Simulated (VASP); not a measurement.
A run of VASP 6.6.1 is set up as follows.

POSCAR

```
Rb
1.0
    5.0378499954      0.0000000000      0.0000000000
   -2.5189249977      4.3629060764      0.0000000000
    0.0000000000      0.0000000000      8.3337199443
Rb
2
Direct
    0.3333333333      0.6666666667      0.2500000000
    0.6666666667      0.3333333333      0.7500000000
```

INCAR.step1

```
PREC     = Accurate       # precision mode
ENCUT    = 520            # plane-wave cutoff, eV
ISMEAR   = -1             # smearing method
SIGMA    = 0.1            # smearing width, eV
LREAL    = F              # projectors in reciprocal space
LASPH    = T              # aspherical terms in the spheres
NELM     = 60             # most SCF steps
NBANDS   = 16             # bands
GGA      = PE             # functional
ALGO     = Normal         # electronic algorithm
EDIFF    = 1E-4           # SCF threshold, eV
LWAVE    = T              # write WAVECAR
LCHARG   = F              # write CHGCAR
```

The input INCAR.step2:

```
PREC     = Accurate       # precision mode
ENCUT    = 520            # plane-wave cutoff, eV
EDIFF    = 1E-6           # SCF threshold, eV
ISMEAR   = -1             # smearing method
SIGMA    = 0.1            # smearing width, eV
LREAL    = F              # projectors in reciprocal space
LASPH    = T              # aspherical terms in the spheres
NELM     = 60             # most SCF steps
ALGO     = Normal         # electronic algorithm
ISIF     = 2              # what is computed and relaxed
LWAVE    = F              # write WAVECAR
LCHARG   = F              # write CHGCAR
METAGGA  = R2SCAN         # meta-GGA
LMIXTAU  = T            
NBANDS   = 16             # bands
ISTART   = 1
```

File KPOINTS:

```
Automatic mesh
0
Gamma
  8 8 5
```

Potentials or basis: VASP PAW PBE potentials, release 64 (Rb_sv).

Launch:

```bash
$ cat potpaw_PBE.64/Rb_sv/POTCAR > POTCAR
$ cp INCAR.step1 INCAR
$ mpirun -np 1 vasp_std > vasp.out
$ cp INCAR.step2 INCAR
$ mpirun -np 1 vasp_std > vasp.out
```

(1) Estimate the pressure.

(2) What does it give for the band gap on the k mesh?

Answers

(1) 0.1 GPa.

(2) zero (band 9 reaches 0.85 eV, above the bottom of band 10 at -1.05 eV).

Caveat: the PAW data sets were made with another functional, which shifts forces and pressure a little.
